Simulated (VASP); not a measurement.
# PtSe2 (Sudovikovite) (P-3m1) in VASP: a series of runs, part 2 of 2

VASP 6.6.1. The steps go on from the part before.

## (4) Single point, LDA

The input, INCAR:

```
SYSTEM = PtSe2
PREC = Accurate
ENCUT = 520
EDIFF = 1E-6
ISMEAR = -1
SIGMA = 0.1
LREAL = .False.
LASPH = .True.
NELM = 80
ALGO = Normal
ISIF = 2
LWAVE = .False.
LCHARG = .True.
LELF = .True.
LVHAR = .True.
NBANDS = 18
```

The input, KPOINTS:

```
regular mesh
0
Gamma
  7 7 5
  0 0 0
```

The input, POSCAR:

```
PtSe2
1.0
    3.7240000000      0.0000000000      0.0000000000
   -1.8620000000      3.2250790000      0.0000000000
    0.0000000000      0.0000000000      5.0620000000
Pt Se
1 2
Direct
    0.0000000000      0.0000000000      0.0000000000
    0.3333333333      0.6666666667      0.2500000000
    0.6666666667      0.3333333333      0.7500000000
```

Potentials or basis: VASP PAW LDA potentials, release 64 (Pt, Se).

On the command line:

```console
cat potpaw_LDA.64/Pt/POTCAR potpaw_LDA.64/Se/POTCAR > POTCAR
mpirun -np 1 vasp_std > vasp.out
```

OUTCAR:

```text
SYSTEM = PtSe2
   PREC = Accurate
   ENCUT = 520
   EDIFF = 1E-6
   ISMEAR = -1
   LREAL = .False.
   LASPH = .True.
   NELM = 80
   ISIF = 2

 ion  position               nearest neighbor table
   1  0.000  0.000  0.000-   2 2.49   3 2.49   3 2.49   2 2.49   3 2.49   2 2.49
   2  0.333  0.667  0.250-   1 2.49   1 2.49   1 2.49
   3  0.667  0.333  0.750-   1 2.49   1 2.49   1 2.49

  LATTYP: Found a hexagonal cell.
 ALAT       =     3.7240000000
 C/A-ratio  =     1.3592910849

  Lattice vectors:

 A1 = (   3.7240000000,   0.0000000000,   0.0000000000)
 A2 = (  -1.8620000000,   3.2250790000,   0.0000000000)
 A3 = (   0.0000000000,   0.0000000000,   5.0620000000)

Analysis of symmetry for initial positions (statically):
=====================================================================
 Subroutine PRICEL returns:
 Original cell was already a primitive cell.

 Routine SETGRP: Setting up the symmetry group for a
 hexagonal supercell.

 Subroutine GETGRP returns: Found 12 space group operations
 (whereof 12 operations were pure point group operations)
 out of a pool of 24 trial point group operations.

The static configuration has the point symmetry D_3d.

Analysis of symmetry for dynamics (positions and initial velocities):
=====================================================================
 Subroutine PRICEL returns:
 Original cell was already a primitive cell.

 Routine SETGRP: Setting up the symmetry group for a
 hexagonal supercell.

 Subroutine GETGRP returns: Found 12 space group operations
 (whereof 12 operations were pure point group operations)
 out of a pool of 24 trial point group operations.

The dynamic configuration has the point symmetry D_3d.

 Subroutine INISYM returns: Found 12 space group operations
 (whereof 12 operations are pure point group operations),
 and found     1 'primitive' translations

----------------------------------------------------------------------------------------

                                     Primitive cell

  volume of cell :      60.7956

  direct lattice vectors                    reciprocal lattice vectors
     3.724000000  0.000000000  0.000000000     0.268528464  0.155034962  0.000000000
    -1.862000000  3.225079000  0.000000000     0.000000000  0.310069924  0.000000000
     0.000000000  0.000000000  5.062000000     0.000000000  0.000000000  0.197550375

  length of vectors
     3.724000000  3.724000343  5.062000000     0.310069952  0.310069924  0.197550375

  position of ions in fractional coordinates (direct lattice)
     0.000000000  0.000000000  0.000000000
     0.333333333  0.666666667  0.250000000
     0.666666667  0.333333333  0.750000000

  ion indices of the primitive-cell ions
   primitive index   ion index
                 1           1
                 2           2
                 3           3

----------------------------------------------------------------------------------------

 KPOINTS: regular mesh

Automatic generation of k-mesh.
 Grid dimensions read from file:
 generate k-points for:    7    7    5

 Generating k-lattice:

  Cartesian coordinates                     Fractional coordinates (reciprocal lattice)
     0.038361209  0.022147852  0.000000000     0.142857143  0.000000000  0.000000000
     0.000000000  0.044295703  0.000000000     0.000000000  0.142857143  0.000000000
     0.000000000  0.000000000  0.039510075     0.000000000  0.000000000  0.200000000

  Length of vectors
     0.044295707  0.044295703  0.039510075

  Shift w.r.t. Gamma in fractional coordinates (k-lattice)
     0.000000000  0.000000000  0.000000000

 Subroutine IBZKPT returns following result:
 ===========================================

 Found     32 irreducible k-points:

 Following reciprocal coordinates:
            Coordinates               Weight
  0.000000  0.000000  0.000000      1.000000
  0.142857  0.000000  0.000000      6.000000
  0.285714  0.000000  0.000000      6.000000
  0.428571  0.000000  0.000000      6.000000
  0.142857  0.142857  0.000000      6.000000
  0.285714  0.142857  0.000000     12.000000
[... 16 lines left out ...]
  0.000000  0.142857  0.400000      6.000000
  0.285714  0.000000  0.400000      6.000000
 [... further k-points ...]
   k-points           NKPTS =     32   k-points in BZ     NKDIM =     32   number of bands    NBANDS=     18
   number of dos      NEDOS =    301   number of ions     NIONS =      3
   total plane-waves  NPLWV =  31360
   dimension x,y,z NGX =    28 NGY =   28 NGZ =   40
   dimension x,y,z NGXF=    56 NGYF=   56 NGZF=   80
   ions per type =               1   2
   NGX,Y,Z   is equivalent  to a cutoff of  12.50, 12.50, 13.14 a.u.
   NGXF,Y,Z  is equivalent  to a cutoff of  25.00, 25.00, 26.27 a.u.
 SYSTEM =  PtSe2
   PREC   = accura    normal or accurate (medium, high low for compatibility)
   ISTART =      0    job   : 0-new  1-cont  2-samecut
   ICHARG =      2    charge: 1-file 2-atom 10-const
   ISPIN  =      1    spin polarized calculation?
   LNONCOLLINEAR =      F non collinear calculations
   LSORBIT =      F    spin-orbit coupling
   LASPH  =      T    aspherical Exc in radial PAW
   ENCUT  =  520.0 eV  38.22 Ry    6.18 a.u.   6.92  6.92  9.41*2*pi/ulx,y,z
   NELM   =     80;   NELMIN=  2; NELMDL= -5     # of ELM steps
   EDIFF  = 0.1E-05   stopping-criterion for ELM
   LREAL  =      F    real-space projection
   EDIFFG = 0.1E-04   stopping-criterion for IOM
   NSW    =      0    number of steps for IOM
   IBRION =     -1    ionic relax: 0-MD 1-quasi-New 2-CG
   NFREE  =      0    steps in history (QN), initial steepest desc. (CG)
   ISIF   =      2    stress and relaxation
   ISYM   =      2    0-nonsym 1-usesym 2-fastsym
   POTIM  = 0.5000    time-step for ionic-motion
   TEBEG  =    0.0;   TEEND  =   0.0 temperature during run
   PSTRESS=    0.0 pullay stress
   NELECT =      22.0000    total number of electrons
   NUPDOWN=      -1.0000    fix difference up-down
   EMIN   =  10.00;   EMAX   =-10.00  energy-range for DOS
   EFERMI =   0.00;   METHOD = LEGACY
   ISMEAR =    -1;   SIGMA  =   0.10  broadening in eV -4-tet -1-fermi 0-gaus
   EFERMI_NEDOS =   21; number of points for ismear=-14 and -15
   IALGO  =     38    algorithm
   IMIX   =      4    mixing-type and parameters
     AMIX     =   0.40;   BMIX     =  1.00
     AMIX_MAG =   1.60;   BMIX_MAG =  1.00
  volume/ion in A,a.u.               =      20.27       136.76
  Fermi-wavevector in a.u.,A,eV,Ry     =   1.166608  2.204570 18.517183  1.360975
  Thomas-Fermi vector in A             =   2.303119
   LORBIT       =      0    0 simple, 1 ext, 2 COOP (PROOUT), +10 PAW based schemes
   GGA     = CA    functional components
   LHFCALC =     F    Hartree Fock is set to
   AEXX    =    0.0000 exact exchange contribution
   IVDW    =     0    specifies the selected vdW correction
   LEPSILON=     F    determine dielectric tensor
   LRPA    =     F    only Hartree local field effects (RPA)
 non-spin polarized calculation
  energy-cutoff  :      520.00
  volume of cell :       60.80
 maximum number of plane-waves:      1645
   NGX = 13   NGY = 13   NGZ = 19

 number of electron      21.9999998 magnetization

 Free energy of the ion-electron system (eV)
  ---------------------------------------------------
  ext. energy  EPLUGINS =         0.00000000
  ---------------------------------------------------
  free energy    TOTEN  =       -17.07314784 eV

  energy without entropy =      -17.05004418  energy(sigma->0) =      -17.06159601

 E-fermi :   6.4366     XC(G=0): -10.9001

 val. band max:        6.2465268106   @ k =   0.1429   0.0000   0.0000
 cond. band min:       6.5367527323   @ k =  -0.1429   0.4286   0.2000
 fundamental gap:      0.2902259217
 Fermi energy:         6.4365824242

 k-point     1 :       0.0000    0.0000    0.0000
  band No.  band energies     occupation
      1      -9.2180      2.00000
      2      -6.3948      2.00000
      3      -0.7014      2.00000
      4       0.0037      2.00000
      5       0.0037      2.00000
      6       2.4945      2.00000
[... 10 lines left out ...]
     17      13.7499      0.00000
     18      18.2297      0.00000
[... 463 lines left out ...]
 k-point    24 :       0.2857    0.0000    0.4000
  band No.  band energies     occupation
      1      -7.9290      2.00000
      2      -7.3339      2.00000
      3      -0.2692      2.00000
      4       0.4484      2.00000
      5       0.5087      2.00000
      6       1.8453      2.00000
[... 10 lines left out ...]
     17      15.2253      0.00000
     18      15.5924      0.00000

 [... further k-points ...]

------------------------ aborting loop because EDIFF is reached ----------------------------------------

  FORCE on cell =-STRESS in cart. coord.  units (eV):
  Direction    XX          YY          ZZ          XY          YZ          ZX
  --------------------------------------------------------------------------------------
  -------------------------------------------------------------------------------------
  Total        0.1405881      0.1405881     -0.3515881      0.0000000      0.0000000      0.0000000
  in kB        3.7049882      3.7049891     -9.2655787      0.0000000      0.0000000      0.0000000
  external PRESSURE =      -0.6185338 kB  Pullay stress =       0.0000000 kB

 VOLUME and BASIS-vectors are now :
 -----------------------------------------------------------------------------
  energy-cutoff  :      520.00
  volume of cell :       60.80
      direct lattice vectors                 reciprocal lattice vectors
     3.724000000  0.000000000  0.000000000     0.268528464  0.155034962  0.000000000
    -1.862000000  3.225079000  0.000000000     0.000000000  0.310069924  0.000000000
     0.000000000  0.000000000  5.062000000     0.000000000  0.000000000  0.197550375

 POSITION                                       TOTAL-FORCE (eV/Angst)
 -----------------------------------------------------------------------------------
      0.00000      0.00000      0.00000         0.000000     -0.000000      0.000000
     -0.00000      2.15005      1.26550         0.000000     -0.000000      0.251268
      1.86200      1.07503      3.79650        -0.000000      0.000000     -0.251268
 -----------------------------------------------------------------------------------
    total drift:                               -0.000000     -0.000000     -0.000000

  FREE ENERGIE OF THE ION-ELECTRON SYSTEM (eV)
  ---------------------------------------------------
  free  energy   TOTEN  =       -17.0731478374 eV

  energy  without entropy=      -17.0500441751  energy(sigma->0) =      -17.06159601
```

OSZICAR:

```text
N       E                     dE             d eps       ncg     rms          rms(c)
DAV:   1     0.106029279299E+03    0.10603E+03   -0.10102E+04  1176   0.108E+03
DAV:   2    -0.127608094730E+02   -0.11879E+03   -0.11508E+03  1432   0.211E+02
DAV:   3    -0.178790850727E+02   -0.51183E+01   -0.50822E+01  1402   0.433E+01
DAV:   4    -0.179175246412E+02   -0.38440E-01   -0.38428E-01  1432   0.408E+00
DAV:   5    -0.179179032657E+02   -0.37862E-03   -0.37861E-03  1372   0.389E-01    0.132E+01
DAV:   6    -0.173159844160E+02    0.60192E+00   -0.41451E+00  1206   0.184E+01    0.800E+00
DAV:   7    -0.171059894524E+02    0.20999E+00   -0.81897E-01  1190   0.894E+00    0.399E+00
DAV:   8    -0.170758699847E+02    0.30119E-01   -0.54350E-02  1254   0.166E+00    0.779E-01
DAV:   9    -0.170731517662E+02    0.27182E-02   -0.61831E-03  1286   0.724E-01    0.199E-01
DAV:  10    -0.170731566267E+02   -0.48605E-05   -0.10079E-03  1316   0.198E-01    0.414E-02
DAV:  11    -0.170731492377E+02    0.73890E-05   -0.48729E-05  1306   0.582E-02    0.252E-02
DAV:  12    -0.170731479829E+02    0.12548E-05   -0.55949E-06  1272   0.140E-02    0.286E-03
DAV:  13    -0.170731478374E+02    0.14552E-06   -0.66092E-07   658   0.623E-03
   1 F= -.17073148E+02 E0= -.17061596E+02  d E =-.231037E-01
```

It took 17 s on 1 thread of Intel Xeon Platinum 8559C (Emerald Rapids), shared host; peak memory 0.18 GiB.

What came out:

```yaml
Free_energy: -17.0731 eV
Pressure: -0.1 GPa
Largest_force: 0.251 eV/Å
Band_gap_on_the_k_mesh: zero (band 11 reaches 6.91 eV, above the bottom of band 12 at 6.54 eV)
```

Forces in eV/Å, atoms in the order of the input:
```
Pt   0.000  0.000  0.000
Se   0.000  0.000  0.251
Se   0.000  0.000 -0.251
```

Stress tensor (GPa, compression positive):
```
 0.37  0.00  0.00
 0.00  0.37  0.00
 0.00  0.00 -0.93
```

Caveat: spin-orbit coupling is left out, which moves the levels of the heavy elements.

## (5) Single point, revPBE

The input, INCAR:

```
ALGO = Normal
EDIFF = 1E-6
ENCUT = 520
GGA = RE
ISIF = 2
ISMEAR = -1
LASPH = T
LCHARG = F
LREAL = F
LWAVE = F
NBANDS = 18
NELM = 80
PREC = Accurate
SIGMA = 0.1
```

The input, KPOINTS:

```
k-points
0
Gamma
  7 7 5
```

POSCAR is that of step 4.

Potentials or basis: VASP PAW PBE potentials, release 64 (Pt, Se).

On the command line:

```console
cat potpaw_PBE.64/Pt/POTCAR potpaw_PBE.64/Se/POTCAR > POTCAR
mpirun -np 1 vasp_std > vasp.out
```

Run time: 16 s. Hardware: 1 thread of Intel Xeon Platinum 8559C (Emerald Rapids), shared host; peak memory 0.19 GiB.

Results (log left out):

* Free energy: -12.9959 eV
* Pressure: 9.1 GPa
* Largest force: 0.644 eV/Å
* Band gap on the k mesh: zero (band 11 reaches 7.00 eV, above the bottom of band 12 at 6.71 eV)

Forces in eV/Å, atoms in the order of the input:
```
Pt   0.000  0.000  0.000
Se   0.000  0.000  0.644
Se   0.000  0.000 -0.644
```

Stress tensor (GPa, compression positive):
```
9.74 0.00 0.00
0.00 9.74 0.00
0.00 0.00 7.74
```

Levels at points of the mesh, in eV from the Fermi level:
| k point | band 7 | band 8 | band 9 | band 10 | band 11 | band 12 | band 13 | band 14 | band 15 | band 16 |
| --- | --- | --- | --- | --- | --- | --- | --- | --- | --- | --- |
| (0.00, 0.00, 0.00) | -4.01 | -2.56 | -1.05 | -1.05 | 0.42 | 1.49 | 1.49 | 3.69 | 4.33 | 7.32 |

Caveat: the PAW data sets were made with another functional, which shifts forces and pressure a little; spin-orbit coupling is left out, which moves the levels of the heavy elements.

## (6) Overview

```tsv
level	potentials or basis	gap on the mesh (eV)	pressure (GPa)	largest force (eV/Å)
RPBE	VASP PAW PBE potentials, release 64 (Pt, Se)	none	9.8	0.66
BLYP	VASP PAW PBE potentials, release 64 (Pt, Se)	none	15.3	1.12
LDA	VASP PAW LDA potentials, release 64 (Pt, Se)	none	-0.1	0.25
revPBE	VASP PAW PBE potentials, release 64 (Pt, Se)	none	9.1	0.64
```

Alike in all rows: task single point; no spin polarisation; cell as given; k mesh 7 × 7 × 5; cutoff (eV) 520; smearing fermi-dirac 0.1 eV.

Caveats: spin-orbit coupling is left out, which moves the levels of the heavy elements; the PAW data sets were made with another functional, which shifts forces and pressure a little (some runs).

Absolute energies hang on the potentials; compare differences alone.
